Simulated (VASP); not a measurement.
Be4Se3, 7 atoms in the cell. Symmetry: P-43m, No. 215, cubic system. The conventional cell has a = 4.954 Å, b = 4.954 Å, c = 4.954 Å, α = 90.00°, β = 90.00°, γ = 90.00°. Be (site symmetry 3m) has 3 Se at 2.20 Å within 2.9 Å. Within 2.9 Å of Se (site symmetry -42m) lie 4 Be at 2.20 Å.  This cell differs from its parent crystal: atoms taken out.

* Program: VASP 6.6.1
* Task: relaxation of cell and atoms
* Functional: PBE
* Potentials or basis: VASP PAW PBE potentials, release 64 (Be, Se)
* Cutoff: 600 eV
* k mesh: 6 × 6 × 6
* Occupations: gaussian, width 0.02 eV
* Spin: no spin polarisation
* Dipole correction: no
* Further INCAR settings: ALGO = Normal; EDIFF = 1e-06; IBRION = 2; EDIFFG = -0.01; NSW = 100; ISIF = 3

Potentials or basis: VASP PAW PBE potentials, release 64 (Be, Se).

The run is started by

```bash
$ cat potpaw_PBE.64/Be/POTCAR potpaw_PBE.64/Se/POTCAR > POTCAR
$ mpirun -np 1 vasp_std > vasp.out
```

Hardware: 1 thread of Intel(R) Xeon(R) 6975P-C (Granite Rapids) (shared host).

**Question.** Estimate the wall time of this run.

**Answer.** Run time: 46 s on 1 thread of Intel(R) Xeon(R) 6975P-C (Granite Rapids), with other jobs on the host, peak memory 0.26 GiB. Counts: scf iterations 20, k points 20, ion steps 3.
